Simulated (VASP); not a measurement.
A run of VASP 6.6.1 is set up as follows.

File POSCAR:

```
Ti
1.0
    4.6000000000      0.0000000000      0.0000000000
   -2.3000000000      3.9837168600      0.0000000000
    0.0000000000      0.0000000000      2.8200000000
Ti
3
Direct
    0.0000000000      0.0000000000      0.0000000000
    0.3333333333      0.6666666667      0.5000000000
    0.6666666667      0.3333333333      0.5000000000
```

INCAR.step1

```
SYSTEM = Ti
PREC     = Accurate       ! precision mode
ENCUT    = 600            ! plane-wave cutoff, eV
ISMEAR   = -1             ! smearing method
SIGMA    = 0.1            ! smearing width, eV
LREAL    = .False.        ! projectors in reciprocal space
LASPH    = .True.         ! aspherical terms in the spheres
NELM     = 80             ! most SCF steps
GGA      = PE             ! functional
ALGO     = Normal         ! electronic algorithm
EDIFF    = 1E-4           ! SCF threshold, eV
LWAVE    = .True.         ! write WAVECAR
LCHARG   = .False.        ! write CHGCAR
```

INCAR.step2

```
SYSTEM = Ti
PREC     = Accurate       ! precision mode
ENCUT    = 600            ! plane-wave cutoff, eV
EDIFF    = 1E-6           ! SCF threshold, eV
ISMEAR   = -1             ! smearing method
SIGMA    = 0.1            ! smearing width, eV
LREAL    = .False.        ! projectors in reciprocal space
LASPH    = .True.         ! aspherical terms in the spheres
NELM     = 80             ! most SCF steps
ALGO     = Normal         ! electronic algorithm
ISIF     = 3              ! what is computed and relaxed
LWAVE    = .False.        ! write WAVECAR
LCHARG   = .False.        ! write CHGCAR
METAGGA  = R2SCAN         ! meta-GGA
LMIXTAU  = .True.       
IBRION   = 2              ! ionic algorithm
NSW      = 80             ! ionic steps
EDIFFG   = -0.01          ! ionic threshold
PSTRESS  = 80.0         
ISTART   = 1
```

Contents of KPOINTS:

```
regular mesh
0
Gamma
  8 8 11
  0 0 0
```

Potentials or basis: VASP PAW PBE potentials, release 64 (Ti_sv).

Launch:

```sh
$ cat potpaw_PBE.64/Ti_sv/POTCAR > POTCAR
$ cp INCAR.step1 INCAR
$ mpirun -np 1 vasp_std > vasp.out
$ cp INCAR.step2 INCAR
$ mpirun -np 1 vasp_std > vasp.out
```

Question: Estimate the band gap on the k mesh.

Answer: Zero (bands 18 and 19 overlap by 0.26 eV).

Question: Predict the space group after relaxing (to 0.1 Å).

Answer: P6/mmm (No. 191).

Question: What does it give for the relaxed volume?

Answer: 16.07 Å³/atom.

Step by step:
```tsv
step	energy change (eV)	largest force (eV/Å)	pressure (GPa)	volume (Å³)
1	0.0000	0.0000	-1.00	51.68
2	0.3652	0.0000	20.09	44.77
3	0.0686	0.0000	7.97	48.26
4	0.0719	0.0000	8.06	48.20
5	0.0705	0.0000	8.03	48.20
```

Caveat: the cell is relaxed towards a set pressure, so the run minimises the enthalpy, not the energy; the PAW data sets were made with another functional, which shifts forces and pressure a little.
